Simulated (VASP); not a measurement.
# Zn6O (P3m1) in VASP: relaxation of cell and atoms with PBE

Aim: the relaxation of cell and atoms of Zn6O with PBE.

Program: VASP 6.6.1. These are calculated values, not measurements. Logs are shortened: lines on timing, memory, paths and dates and some standing lists are left out, and cuts for length are marked.

## (1) The cell of the first run

It takes space group P3m1 (No. 156, trigonal). Conventional cell: a = 2.998 Å, b = 2.998 Å, c = 13.220 Å, α = 90.00°, β = 90.00°, γ = 120.00°. Zn (site symmetry 3m) has 1 O at 1.92 Å within 2.5 Å. Within 2.6 Å of Zn (site symmetry 3m) lie 3 O at 1.99 Å. Within 3.4 Å of Zn (site symmetry 3m) lie 12 Zn at 2.61 to 3.00 Å. Within 3.5 Å of Zn (site symmetry 3m) lie 12 Zn at 2.67 to 3.00 Å. Within 3.6 Å of Zn (site symmetry 3m) lie 12 Zn at 2.69 to 3.00 Å. Within 3.6 Å of Zn (site symmetry 3m) lie 12 Zn at 2.72 to 3.00 Å and 1 O at 3.15 Å. O (site symmetry 3m) has 4 Zn at 1.92 to 1.99 Å within 2.5 Å.

## (2) Relaxation of cell and atoms, PBE

INCAR

```
PREC     = Accurate       # precision mode
ENCUT    = 600            # plane-wave cutoff, eV
EDIFF    = 1E-7           # SCF threshold, eV
ISMEAR   = 0              # smearing method
SIGMA    = 0.1            # smearing width, eV
LREAL    = F              # projectors in reciprocal space
LASPH    = T              # aspherical terms in the spheres
NELM     = 80             # most SCF steps
ALGO     = Normal         # electronic algorithm
ISIF     = 3              # what is computed and relaxed
LWAVE    = F              # write WAVECAR
LCHARG   = F              # write CHGCAR
GGA      = PE             # functional
IBRION   = 2              # ionic algorithm
NSW      = 80             # ionic steps
EDIFFG   = -0.001         # ionic threshold
```

KPOINTS

```
regular mesh
0
Gamma
  12 12 4
```

POSCAR

```
Zn6O
1.0
    2.9982148771      0.0000000000      0.0000000000
   -1.4991074386      2.5965302496      0.0000000000
    0.0000000000      0.0000000000     13.2198941780
Zn O
6 1
Direct
    0.3333333333      0.6666666667      0.2309938268
    0.0000000000      0.0000000000      0.0109330390
    0.0000000000      0.0000000000      0.3790547089
    0.3333333333      0.6666666667      0.5326028874
    0.0000000000      0.0000000000      0.6887364265
    0.3333333333      0.6666666667      0.8470482917
    0.3333333333      0.6666666667      0.0856308196
```

Potentials or basis: VASP PAW PBE potentials, release 64 (Zn, O).

On the command line:

```bash
$ cat potpaw_PBE.64/Zn/POTCAR potpaw_PBE.64/O/POTCAR > POTCAR
$ mpirun -np 1 vasp_std > vasp.out
```

OUTCAR:

```text
PREC = Accurate
   ENCUT = 600
   EDIFF = 1E-7
   ISMEAR = 0
   LREAL = F
   LASPH = T
   NELM = 80
   ISIF = 3
   GGA = PE
   IBRION = 2
   NSW = 80
   EDIFFG = -0.001

 ion  position               nearest neighbor table
   1  0.333  0.667  0.231-   7 1.92   3 2.61   3 2.61   3 2.61
   2  0.000  0.000  0.011-   7 1.99   7 1.99   7 1.99   6 2.77   6 2.77   6 2.77
   3  0.000  0.000  0.379-   1 2.61   1 2.61   1 2.61   4 2.67   4 2.67   4 2.67
   4  0.333  0.667  0.533-   3 2.67   3 2.67   3 2.67   5 2.69   5 2.69   5 2.69
   5  0.000  0.000  0.689-   4 2.69   4 2.69   4 2.69   6 2.72   6 2.72   6 2.72
   6  0.333  0.667  0.847-   5 2.72   5 2.72   5 2.72   2 2.77   2 2.77   2 2.77
   7  0.333  0.667  0.086-   1 1.92   2 1.99   2 1.99   2 1.99

  LATTYP: Found a hexagonal cell.
 ALAT       =     2.9982148771
 C/A-ratio  =     4.4092550801

  Lattice vectors:

 A1 = (   2.9982148771,   0.0000000000,   0.0000000000)
 A2 = (  -1.4991074386,   2.5965302496,   0.0000000000)
 A3 = (   0.0000000000,   0.0000000000,  13.2198941780)

Analysis of symmetry for initial positions (statically):
=====================================================================
 Subroutine PRICEL returns:
 Original cell was already a primitive cell.

 Routine SETGRP: Setting up the symmetry group for a
 hexagonal supercell.

 Subroutine GETGRP returns: Found  6 space group operations
 (whereof  6 operations were pure point group operations)
 out of a pool of 24 trial point group operations.

The static configuration has the point symmetry C_3v.

Analysis of symmetry for dynamics (positions and initial velocities):
=====================================================================
 Subroutine PRICEL returns:
 Original cell was already a primitive cell.

 Routine SETGRP: Setting up the symmetry group for a
 hexagonal supercell.

 Subroutine GETGRP returns: Found  6 space group operations
 (whereof  6 operations were pure point group operations)
 out of a pool of 24 trial point group operations.

The dynamic configuration has the point symmetry C_3v.

 Subroutine INISYM returns: Found  6 space group operations
 (whereof  6 operations are pure point group operations),
 and found     1 'primitive' translations

----------------------------------------------------------------------------------------

                                     Primitive cell

  volume of cell :     102.9163

  direct lattice vectors                    reciprocal lattice vectors
     2.998214877  0.000000000  0.000000000     0.333531798  0.192564674  0.000000000
    -1.499107439  2.596530250  0.000000000     0.000000000  0.385129347  0.000000000
     0.000000000  0.000000000 13.219894178     0.000000000  0.000000000  0.075643571

  length of vectors
     2.998214877  2.998214877 13.219894178     0.385129347  0.385129347  0.075643571

  position of ions in fractional coordinates (direct lattice)
     0.333333333  0.666666667  0.230993827
     0.000000000  0.000000000  0.010933039
     0.000000000  0.000000000  0.379054709
     0.333333333  0.666666667  0.532602887
     0.000000000  0.000000000  0.688736427
     0.333333333  0.666666667  0.847048292
     0.333333333  0.666666667  0.085630820

  ion indices of the primitive-cell ions
   primitive index   ion index
                 1           1
                 2           2
                 3           3
                 4           4
                 5           5
                 6           6
                 7           7

----------------------------------------------------------------------------------------

 KPOINTS: regular mesh

Automatic generation of k-mesh.
 Grid dimensions read from file:
 generate k-points for:   12   12    4

 Generating k-lattice:

  Cartesian coordinates                     Fractional coordinates (reciprocal lattice)
     0.027794317  0.016047056  0.000000000     0.083333333  0.000000000  0.000000000
     0.000000000  0.032094112  0.000000000     0.000000000  0.083333333  0.000000000
     0.000000000  0.000000000  0.018910893     0.000000000  0.000000000  0.250000000

  Length of vectors
     0.032094112  0.032094112  0.018910893

  Shift w.r.t. Gamma in fractional coordinates (k-lattice)
     0.000000000  0.000000000  0.000000000

 Subroutine IBZKPT returns following result:
 ===========================================

 Found     69 irreducible k-points:

 Following reciprocal coordinates:
            Coordinates               Weight
  0.000000  0.000000  0.000000      1.000000
  0.083333  0.000000  0.000000      6.000000
  0.166667  0.000000  0.000000      6.000000
  0.250000  0.000000  0.000000      6.000000
  0.333333  0.000000  0.000000      6.000000
  0.416667  0.000000  0.000000      6.000000
[... 16 lines left out ...]
  0.166667  0.000000  0.250000      6.000000
  0.000000  0.166667  0.250000      6.000000
 [... further k-points ...]
   k-points           NKPTS =     69   k-points in BZ     NKDIM =     69   number of bands    NBANDS=     46
   number of dos      NEDOS =    301   number of ions     NIONS =      7
   total plane-waves  NPLWV =  62208
   dimension x,y,z NGX =    24 NGY =   24 NGZ =  108
   dimension x,y,z NGXF=    48 NGYF=   48 NGZF=  216
   ions per type =               6   1
   NGX,Y,Z   is equivalent  to a cutoff of  13.31, 13.31, 13.58 a.u.
   NGXF,Y,Z  is equivalent  to a cutoff of  26.62, 26.62, 27.16 a.u.
 SYSTEM =  unknown system
   PREC   = accura    normal or accurate (medium, high low for compatibility)
   ISTART =      0    job   : 0-new  1-cont  2-samecut
   ICHARG =      2    charge: 1-file 2-atom 10-const
   ISPIN  =      1    spin polarized calculation?
   LNONCOLLINEAR =      F non collinear calculations
   LSORBIT =      F    spin-orbit coupling
   LASPH  =      T    aspherical Exc in radial PAW
   ENCUT  =  600.0 eV  44.10 Ry    6.64 a.u.   5.99  5.99 26.40*2*pi/ulx,y,z
   NELM   =     80;   NELMIN=  2; NELMDL= -5     # of ELM steps
   EDIFF  = 0.1E-06   stopping-criterion for ELM
   LREAL  =      F    real-space projection
   EDIFFG = -.1E-02   stopping-criterion for IOM
   NSW    =     80    number of steps for IOM
   IBRION =      2    ionic relax: 0-MD 1-quasi-New 2-CG
   NFREE  =      1    steps in history (QN), initial steepest desc. (CG)
   ISIF   =      3    stress and relaxation
   ISYM   =      2    0-nonsym 1-usesym 2-fastsym
   POTIM  = 0.5000    time-step for ionic-motion
   TEBEG  =    0.0;   TEEND  =   0.0 temperature during run
   PSTRESS=    0.0 pullay stress
   NELECT =      78.0000    total number of electrons
   NUPDOWN=      -1.0000    fix difference up-down
   EMIN   =  10.00;   EMAX   =-10.00  energy-range for DOS
   EFERMI =   0.00;   METHOD = LEGACY
   ISMEAR =     0;   SIGMA  =   0.10  broadening in eV -4-tet -1-fermi 0-gaus
   EFERMI_NEDOS =   21; number of points for ismear=-14 and -15
   IALGO  =     38    algorithm
   IMIX   =      4    mixing-type and parameters
     AMIX     =   0.40;   BMIX     =  1.00
     AMIX_MAG =   1.60;   BMIX_MAG =  1.00
  volume/ion in A,a.u.               =      14.70        99.22
  Fermi-wavevector in a.u.,A,eV,Ry     =   1.492605  2.820615 30.312021  2.227871
  Thomas-Fermi vector in A             =   2.605112
   LORBIT       =      0    0 simple, 1 ext, 2 COOP (PROOUT), +10 PAW based schemes
   GGA     = PE    functional components
   LHFCALC =     F    Hartree Fock is set to
   AEXX    =    0.0000 exact exchange contribution
   IVDW    =     0    specifies the selected vdW correction
   LEPSILON=     F    determine dielectric tensor
   LRPA    =     F    only Hartree local field effects (RPA)
 conjugate gradient relaxation of ions
 non-spin polarized calculation
 Gauss-broadening in eV      SIGMA  =   0.10
  energy-cutoff  :      600.00
  volume of cell :      102.92
 maximum number of plane-waves:      3492
   NGX = 11   NGY = 11   NGZ = 53

--------------------------------------- Ionic step        1  -------------------------------------------

 number of electron      77.9999967 magnetization

 Free energy of the ion-electron system (eV)
  ---------------------------------------------------
  ext. energy  EPLUGINS =         0.00000000
  ---------------------------------------------------
  free energy    TOTEN  =       -13.62696215 eV

  energy without entropy =      -13.61878475  energy(sigma->0) =      -13.62287345

------------------------ aborting loop because EDIFF is reached ----------------------------------------

  FORCE on cell =-STRESS in cart. coord.  units (eV):
  Direction    XX          YY          ZZ          XY          YZ          ZX
  --------------------------------------------------------------------------------------
  -------------------------------------------------------------------------------------
  Total        0.2127640      0.2127640      0.3312962     -0.0000000      0.0000000      0.0000000
  in kB        3.3122607      3.3122607      5.1575430     -0.0000000      0.0000000      0.0000000
  external PRESSURE =       3.9273548 kB  Pullay stress =       0.0000000 kB
[... 104 lines left out ...]
  FREE ENERGIE OF THE ION-ELECTRON SYSTEM (eV)
  ---------------------------------------------------
  free  energy   TOTEN  =       -13.6276565536 eV

  energy  without entropy=      -13.6194536720  energy(sigma->0) =      -13.62355511

[... ionic steps 4 to 27 ...]

--------------------------------------- Ionic step       28  -------------------------------------------

 number of electron      77.9999986 magnetization

------------------------ aborting loop because EDIFF is reached ----------------------------------------

  FORCE on cell =-STRESS in cart. coord.  units (eV):
  Direction    XX          YY          ZZ          XY          YZ          ZX
  --------------------------------------------------------------------------------------
  -------------------------------------------------------------------------------------
  Total        0.0016253      0.0016253     -0.0027976     -0.0000000     -0.0000000     -0.0000000
  in kB        0.0251888      0.0251888     -0.0433578     -0.0000000     -0.0000000     -0.0000000
  external PRESSURE =       0.0023400 kB  Pullay stress =       0.0000000 kB
[... 67 lines left out ...]
  energy  without entropy=      -13.6198222076  energy(sigma->0) =      -13.62377479

--------------------------------------- Ionic step       30  -------------------------------------------

 number of electron      77.9999986 magnetization

 Free energy of the ion-electron system (eV)
  ---------------------------------------------------
  ext. energy  EPLUGINS =         0.00000000
  ---------------------------------------------------
  free energy    TOTEN  =       -13.62772739 eV

  energy without entropy =      -13.61982256  energy(sigma->0) =      -13.62377498

 E-fermi :   2.7183     XC(G=0): -11.2514

 val. band max:        2.7159538611   @ k =   0.3333   0.3333   0.0000
 cond. band min:       2.7480521300   @ k =   0.3333   0.0000   0.2500
 fundamental gap:      0.0320982689
 Fermi energy:         2.7183151638

 k-point     1 :       0.0000    0.0000    0.0000
  band No.  band energies     occupation
      1     -16.5311      2.00000
      2      -6.9960      2.00000
      3      -6.4926      2.00000
      4      -5.4319      2.00000
      5      -5.3470      2.00000
      6      -5.3021      2.00000
[... 1165 lines left out ...]
     45      11.3248      0.00000
     46      11.7812      0.00000

 [... further k-points ...]
[... 5 lines left out ...]
  --------------------------------------------------------------------------------------
  -------------------------------------------------------------------------------------
  Total        0.0061225      0.0061225      0.0026311     -0.0000000      0.0000000      0.0000000
  in kB        0.0948842      0.0948842      0.0407761     -0.0000000      0.0000000      0.0000000
  external PRESSURE =       0.0768482 kB  Pullay stress =       0.0000000 kB
[... 22 lines left out ...]
  FREE ENERGIE OF THE ION-ELECTRON SYSTEM (eV)
  ---------------------------------------------------
  free  energy   TOTEN  =       -13.6277273895 eV

  energy  without entropy=      -13.6198225609  energy(sigma->0) =      -13.62377498

 reached required accuracy - stopping structural energy minimisation
```

It took 71 min on 1 thread of Intel Xeon 8259CL, shared host; peak memory 0.45 GiB.

What came out:

```
Free energy                           : -13.6277 eV
Relaxed volume                        : 14.77 Å³/atom
Relaxed cell                          : a = 3.004 Å, b = 3.004 Å, c = 13.231 Å, α = 90.00°, β = 90.00°, γ = 120.00°
Space group after relaxing (to 0.1 Å) : P3m1 (No. 156)
Energy gained by relaxing             : 0.1 meV/atom
Ionic steps                           : 30
Pressure after relaxing               : 0.0 GPa
Band gap on the k mesh                : zero (bands 39 and 40 overlap by 1.29 eV)
```

The path:
```csv
step,energy change (eV),largest force (eV/Å),pressure (GPa),volume (Å³)
1,0.0000,0.0717,0.39,102.92
2,-0.0006,0.0257,-0.09,103.45
3,-0.0007,0.0085,0.00,103.33
4,-0.0007,0.0085,0.02,103.33
5,-0.0007,0.0096,0.02,103.35
6,-0.0007,0.0179,0.01,103.37
7,-0.0008,0.0071,-0.01,103.40
8,-0.0008,0.0107,-0.05,103.44
9,-0.0008,0.0041,-0.03,103.42
10,-0.0008,0.0056,0.00,103.38
11,-0.0008,0.0038,0.02,103.39
12,-0.0008,0.0039,0.00,103.40
13,-0.0008,0.0028,-0.01,103.40
14,-0.0008,0.0032,-0.01,103.40
15,-0.0008,0.0026,-0.01,103.39
16,-0.0008,0.0021,-0.01,103.37
17,-0.0008,0.0044,0.00,103.34
18,-0.0008,0.0018,0.04,103.36
19,-0.0008,0.0020,0.02,103.37
20,-0.0008,0.0020,0.00,103.37
21,-0.0008,0.0011,0.01,103.37
22,-0.0008,0.0014,0.01,103.37
23,-0.0008,0.0014,0.01,103.38
24,-0.0008,0.0036,0.00,103.40
25,-0.0008,0.0023,-0.03,103.38
26,-0.0008,0.0022,0.00,103.38
27,-0.0008,0.0021,0.00,103.38
28,-0.0008,0.0024,0.00,103.38
29,-0.0008,0.0012,0.00,103.38
30,-0.0008,0.0009,0.01,103.38
```

Final structure:
```yaml
crystal:
  lattice:
    - [3.00373, 0.00000, 0.00000]
    - [-1.50186, 2.60130, 0.00000]
    - [0.00000, 0.00000, 13.23104]
  atoms:
    - { symbol: Zn, position: [0.33333, 0.66667, 0.23113] }
    - { symbol: Zn, position: [0.00000, 0.00000, 0.01058] }
    - { symbol: Zn, position: [0.00000, 0.00000, 0.37924] }
    - { symbol: Zn, position: [0.33333, 0.66667, 0.53276] }
    - { symbol: Zn, position: [0.00000, 0.00000, 0.68882] }
    - { symbol: Zn, position: [0.33333, 0.66667, 0.84702] }
    - { symbol: O, position: [0.33333, 0.66667, 0.08545] }
```

The gap in the log of VASP goes by the Fermi energy; the results here count the filled bands.